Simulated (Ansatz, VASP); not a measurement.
**In: VASP beside Ansatz**

File INCAR:

```
PREC     = Accurate       # precision mode
ENCUT    = 520            # plane-wave cutoff, eV
EDIFF    = 1E-6           # SCF threshold, eV
ISMEAR   = -1             # smearing method
SIGMA    = 0.05           # smearing width, eV
LREAL    = F              # projectors in reciprocal space
LASPH    = T              # aspherical terms in the spheres
NELM     = 80             # most SCF steps
ALGO     = Fast           # electronic algorithm
ISIF     = 2              # what is computed and relaxed
LWAVE    = F              # write WAVECAR
LCHARG   = F              # write CHGCAR
GGA      = CA             # functional
NBANDS   = 26             # bands
```

Contents of KPOINTS:

```
Automatic mesh
0
Gamma
  9 9 9
```

Contents of POSCAR:

```
In
1.0
    1.6806943363      0.9703493275      8.2618188953
   -1.6806943363      0.9703493275      8.2618188953
    0.0000000000     -1.9406986550      8.2618188953
In
3
Direct
    0.2219877600      0.2219877600      0.2219877600
    0.7780122400      0.7780122400      0.7780122400
    0.0000000000      0.0000000000      0.0000000000
```

The input input.yaml:

```yaml
crystal:
  lattice:
    - [1.6806943363, 0.9703493275, 8.2618188953]
    - [-1.6806943363, 0.9703493275, 8.2618188953]
    - [0.0, -1.940698655, 8.2618188953]
  atoms:
    - { symbol: In, position: [0.22198776, 0.22198776, 0.22198776] }
    - { symbol: In, position: [0.77801224, 0.77801224, 0.77801224] }
    - { symbol: In, position: [0.0, 0.0, 0.0] }
kpoints:
  mp_grid: { grid: [9, 9, 9] }
scf:
  occupations: { method: fermi_dirac, width: 0.05 }
hamiltonian:
  xc: lda
  pseudopotentials: { kind: all_electron, lapw: { basis_error: 0.002 } }
output:
  forces: true
  stress: true
  eigenvalues: true
```

Change from the starting cell: volume scaled by 1.02.

Alike in both runs: task single point; functional LDA; k mesh 9 × 9 × 9; occupations fermi-dirac, width 0.05 eV; no spin polarisation.

|  | VASP | Ansatz |
| --- | --- | --- |
| version | VASP 6.6.1 | Ansatz 0.2.0 |
| potentials or method | VASP PAW LDA potentials, release 64 (In_d), cutoff 520 eV | all-electron LAPW, scalar-relativistic |

Ansatz gave:

* gap on the k mesh at the Fermi level (eV): none
* pressure (GPa): -3.3
* traceless stress, the component that is largest in VASP (GPa): -0.35
* rms of the force components (eV/Å): 0.018

**Question.** Which values does VASP return?

**Answer.** gap on the k mesh at the Fermi level (eV): none; pressure (GPa): -3.3; traceless stress, the component that is largest in VASP (GPa): -0.35; rms of the force components (eV/Å): 0.017.

LDA's correlation is that of Perdew and Zunger in VASP and of Perdew and Wang (1992) in Ansatz. Atom by atom the forces differ by 0.001 eV/Å (rms over components). A gap of «none» marks a metal or a gap that the smearing closes. Ansatz ran all-electron here, and VASP with PAW potentials.
